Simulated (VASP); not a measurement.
# AlN (Cm) in VASP: further runs, part 2 of 2

VASP 6.6.1. Earlier steps stand in the parts before.

## (3) Single point, PBE (atom 1 (Al) moved by -0.378 Å along [1 1 0] and +0.630 Å along [0 0 1])

File INCAR:

```
SYSTEM = AlN
PREC = Accurate
ENCUT = 520
EDIFF = 1E-7
ISMEAR = 0
SIGMA = 0.05
LREAL = .FALSE.
LASPH = .TRUE.
NELM = 80
ALGO = Normal
ISIF = 2
LWAVE = .FALSE.
LCHARG = .FALSE.
GGA = PE
NBANDS = 26
```

File KPOINTS:

```
Automatic mesh
0
G
  6 6 6
  0 0 0
```

File POSCAR:

```
AlN
1.0
    4.4025164325      0.0000000000      0.0000000000
    0.0000000000     -4.4025164325      0.0000000000
    0.0000000000      0.0000000000     -4.4025164325
Al N
4 4
Direct
   -0.0607121785     -0.1430999769     -0.0607121785
    0.5000000000      0.5000000000      0.0000000000
    0.5000000000      0.0000000000      0.5000000000
    0.0000000000      0.5000000000      0.5000000000
    0.7500000000      0.7500000000      0.7500000000
    0.2500000000      0.2500000000      0.7500000000
    0.2500000000      0.7500000000      0.2500000000
    0.7500000000      0.2500000000      0.2500000000
```

Potentials or basis: VASP PAW PBE potentials, release 64 (Al, N).

Run with:

```sh
$ cat potpaw_PBE.64/Al/POTCAR potpaw_PBE.64/N/POTCAR > POTCAR
$ mpirun -np 1 vasp_std > vasp.out
```

OUTCAR:

```text
SYSTEM = AlN
   PREC = Accurate
   ENCUT = 520
   EDIFF = 1E-7
   ISMEAR = 0
   LREAL = .FALSE.
   LASPH = .TRUE.
   NELM = 80
   ISIF = 2
   GGA = PE

 ion  position               nearest neighbor table
   1  0.939  0.857  0.939-   5 1.27   7 1.99   6 2.36   8 2.36   2 2.51   4 2.51   3 2.81   4 2.94
                             2 2.94   3 3.20   3 3.20
   2  0.500  0.500  0.000-   5 1.91   6 1.91   7 1.91   8 1.91   1 2.51   1 2.94   4 3.11   3 3.11
                             4 3.11   3 3.11   3 3.11   3 3.11   4 3.11   4 3.11
   3  0.500  0.000  0.500-   5 1.91   6 1.91   7 1.91   8 1.91   1 2.81   2 3.11   4 3.11   2 3.11
                             2 3.11   4 3.11   2 3.11   4 3.11   4 3.11   1 3.20   1 3.20
   4  0.000  0.500  0.500-   5 1.91   6 1.91   7 1.91   8 1.91   1 2.51   1 2.94   3 3.11   2 3.11
                             2 3.11   3 3.11   2 3.11   3 3.11   2 3.11   3 3.11
   5  0.750  0.750  0.750-   1 1.27   2 1.91   3 1.91   4 1.91
   6  0.250  0.250  0.750-   2 1.91   3 1.91   4 1.91   1 2.36
   7  0.250  0.750  0.250-   2 1.91   3 1.91   4 1.91   1 1.99
   8  0.750  0.250  0.250-   2 1.91   3 1.91   4 1.91   1 2.36

 -----------------------------------------------------------------------------
|                                                                             |
[... 223 lines left out ...]
      6      -0.0067      2.00000
[... 685 lines left out ...]
     25      16.6493      0.00000
     26      16.6929      0.00000

 [... further k-points ...]

------------------------ aborting loop because EDIFF is reached ----------------------------------------

  FORCE on cell =-STRESS in cart. coord.  units (eV):
  Direction    XX          YY          ZZ          XY          YZ          ZX
  --------------------------------------------------------------------------------------
  -------------------------------------------------------------------------------------
  Total       23.6807246      3.8575660     23.6807246    -13.3538056     13.3538049    -22.0374856
  in kB      444.6339420     72.4304184    444.6339420   -250.7336795    250.7336672   -413.7801633
  external PRESSURE =     320.5661008 kB  Pullay stress =       0.0000000 kB

 VOLUME and BASIS-vectors are now :
 -----------------------------------------------------------------------------
  energy-cutoff  :      520.00
  volume of cell :       85.33
      direct lattice vectors                 reciprocal lattice vectors
     4.402516432  0.000000000  0.000000000     0.227142821  0.000000000  0.000000000
     0.000000000 -4.402516432  0.000000000     0.000000000 -0.227142821  0.000000000
     0.000000000  0.000000000 -4.402516432     0.000000000  0.000000000 -0.227142821

 POSITION                                       TOTAL-FORCE (eV/Angst)
 -----------------------------------------------------------------------------------
      4.13523     -3.77252     -4.13523        31.029749    -21.488782    -31.029749
      2.20126     -2.20126      0.00000        -1.614949      2.719497     -0.687700
      2.20126      0.00000     -2.20126        -1.007678     -1.573412      1.007678
      0.00000     -2.20126     -2.20126         0.687700      2.719497      1.614949
      3.30189     -3.30189     -3.30189       -27.839169     16.304914     27.839169
      1.10063     -1.10063     -3.30189        -0.331907      0.380201      0.190864
      1.10063     -3.30189     -1.10063        -0.732882      0.557884      0.732882
      3.30189     -1.10063     -1.10063        -0.190864      0.380201      0.331907
 -----------------------------------------------------------------------------------
    total drift:                               -0.000120      0.000022      0.000120

  FREE ENERGIE OF THE ION-ELECTRON SYSTEM (eV)
  ---------------------------------------------------
  free  energy   TOTEN  =       -48.8344720812 eV

  energy  without entropy=      -48.8344720812  energy(sigma->0) =      -48.83447208
```

OSZICAR:

```text
N       E                     dE             d eps       ncg     rms          rms(c)
DAV:   1     0.122480577774E+03    0.12248E+03   -0.14670E+04  3536   0.110E+03
DAV:   2    -0.505572618997E+02   -0.17304E+03   -0.16230E+03  4680   0.232E+02
DAV:   3    -0.609812371569E+02   -0.10424E+02   -0.10360E+02  4724   0.594E+01
DAV:   4    -0.610804623469E+02   -0.99225E-01   -0.99150E-01  4328   0.654E+00
DAV:   5    -0.610818698712E+02   -0.14075E-02   -0.14070E-02  4672   0.779E-01    0.196E+01
DAV:   6    -0.489532043449E+02    0.12129E+02   -0.33895E+01  4438   0.331E+01    0.745E+00
DAV:   7    -0.488945944462E+02    0.58610E-01   -0.19174E+00  4350   0.773E+00    0.419E+00
DAV:   8    -0.488381525138E+02    0.56442E-01   -0.10948E-01  4538   0.241E+00    0.145E+00
DAV:   9    -0.488340149000E+02    0.41376E-02   -0.25853E-02  4748   0.118E+00    0.397E-01
DAV:  10    -0.488345544241E+02   -0.53952E-03   -0.53592E-03  4514   0.502E-01    0.213E-01
DAV:  11    -0.488344393650E+02    0.11506E-03   -0.70107E-04  4330   0.239E-01    0.109E-01
DAV:  12    -0.488344758134E+02   -0.36448E-04   -0.39800E-04  4204   0.116E-01    0.432E-02
DAV:  13    -0.488344754437E+02    0.36977E-06   -0.40291E-05  4624   0.590E-02    0.123E-02
DAV:  14    -0.488344720578E+02    0.33858E-05   -0.90738E-06  4440   0.275E-02    0.603E-03
DAV:  15    -0.488344720674E+02   -0.95520E-08   -0.34027E-06  4240   0.104E-02    0.152E-03
DAV:  16    -0.488344720812E+02   -0.13768E-07   -0.17267E-07  3626   0.303E-03
   1 F= -.48834472E+02 E0= -.48834472E+02  d E =-.397556E-14
```

Run time: 76 s. Hardware: 1 thread of Intel Xeon 6975P-C (Granite Rapids), shared host; peak memory 0.26 GiB.

What came out:

- Free energy: -48.8345 eV
- Pressure: 32.1 GPa
- Largest force: 48.862 eV/Å
- Band gap on the k mesh: 1.01 eV (least direct gap 1.19 eV)

Forces in eV/Å, atoms in the order of the input:
```
Al   31.030 -21.489 -31.030
Al   -1.615   2.719  -0.688
Al   -1.008  -1.573   1.008
Al    0.688   2.719   1.615
N   -27.839  16.305  27.839
N    -0.332   0.380   0.191
N    -0.733   0.558   0.733
N    -0.191   0.380   0.332
```

Caveat: the cell differs from its parent crystal (atom 1 (Al) moved by -0.378 Å along [1 1 0] and +0.630 Å along [0 0 1]); atoms lie so close that the PAW spheres overlap strongly, which falsifies energies and pressures; the cell stands under pressure; forces of over 1 eV/Å act on the atoms, so gaps and moduli don't describe the material at rest. A k mesh can miss the band edges.

## (4) Single point, PBE (atom 1 (Al) moved by -0.630 Å along [1 1 0] and +0.126 Å along [0 0 1])

File INCAR:

```
SYSTEM = AlN
ALGO     = Normal         ! electronic algorithm
EDIFF    = 1E-6           ! SCF threshold, eV
ENCUT    = 520            ! plane-wave cutoff, eV
GGA      = PE             ! functional
ISIF     = 2              ! what is computed and relaxed
ISMEAR   = 0              ! smearing method
LASPH    = .TRUE.         ! aspherical terms in the spheres
LCHARG   = .FALSE.        ! write CHGCAR
LREAL    = .FALSE.        ! projectors in reciprocal space
LWAVE    = .FALSE.        ! write WAVECAR
NBANDS   = 26             ! bands
NELM     = 80             ! most SCF steps
PREC     = Accurate       ! precision mode
SIGMA    = 0.05           ! smearing width, eV
```

File KPOINTS:

```
k-points
0
G
  6 6 6
  0 0 0
```

POSCAR, as its differences from that of step 3:

```diff
@@ -8,3 +8,3 @@
 Direct
-   -0.0607121785     -0.1430999769     -0.0607121785
+   -0.1011869641     -0.0286199954     -0.1011869641
     0.5000000000      0.5000000000      0.0000000000
```

Run with:

```sh
$ cat potpaw_PBE.64/Al/POTCAR potpaw_PBE.64/N/POTCAR > POTCAR
$ mpirun -np 1 vasp_std > vasp.out
```

Wall time 60 s (1 thread of Intel Xeon 6975P-C (Granite Rapids), shared host); peak memory 0.26 GiB.

It converged, with:

* Free energy: -52.1699 eV
* Pressure: 22.7 GPa
* Largest force: 35.584 eV/Å
* Band gap on the k mesh: 0.66 eV (least direct gap 0.79 eV)

Forces in eV/Å, atoms in the order of the input:
```
Al   19.038 -23.267 -19.038
Al   -1.815   0.461  -1.282
Al   -2.445  -0.169   2.445
Al    1.282   0.461   1.815
N   -14.677  21.155  14.677
N    -0.860   0.589   0.283
N    -0.239   0.180   0.239
N    -0.283   0.589   0.860
```

Stress tensor (GPa, compression positive):
```
 14.44 -24.55 -19.47
-24.55  39.31  24.55
-19.47  24.55  14.44
```

Levels at points of the mesh, in eV from the valence-band top:
```
           k point  band 12  band 13  band 14  band 15  band 16  band 17  band 18  band 19  band 20  band 21
(0.00, 0.00, 0.00)    -2.25    -2.21    -0.87    -0.64    -0.14     0.66     2.36     2.40     4.13     6.82
(0.50, 0.00, 0.00)    -2.99    -2.64    -2.31    -1.28    -0.72     3.33     4.57     5.02     6.35     8.01
(0.00, 0.50, 0.00)    -2.53    -1.96    -1.71    -1.35    -1.34     2.76     4.69     5.05     6.42     8.17
(0.50, 0.50, 0.00)    -2.54    -2.37    -2.01    -0.99    -0.25     4.63     6.36     6.55     7.18     7.23
(0.50, 0.00, 0.50)    -2.20    -1.78    -1.60    -1.17    -0.71     5.01     6.12     6.61     7.26     7.43
(0.50, 0.50, 0.50)    -1.56    -1.01    -0.85    -0.61     0.00     4.70     5.63     6.04     6.34     7.00
```

Caveat: the cell differs from its parent crystal (atom 1 (Al) moved by -0.630 Å along [1 1 0] and +0.126 Å along [0 0 1]); the cell stands under pressure; forces of over 1 eV/Å act on the atoms, so gaps and moduli don't describe the material at rest. A k mesh can miss the band edges.

## (5) The runs side by side

| cell | gap on the mesh (eV) | pressure (GPa) | largest force (eV/Å) |
| --- | --- | --- | --- |
| as given, atomic positions A | 0.92 | 13.1 | 14.99 |
| as given, atomic positions B | 1.01 | 32.1 | 48.86 |
| as given, atomic positions C | 0.66 | 22.7 | 35.58 |

Alike in all rows: task single point; level PBE; potentials or basis VASP PAW PBE potentials, release 64 (Al, N); no spin polarisation; k mesh 6 × 6 × 6; cutoff (eV) 520; smearing gaussian 0.05 eV.

Caveats: the cell stands under pressure; forces of over 1 eV/Å act on the atoms, so gaps and moduli don't describe the material at rest; atoms lie so close that the PAW spheres overlap strongly, which falsifies energies and pressures (at least some runs).

Absolute energies hang on the potentials; compare differences alone.
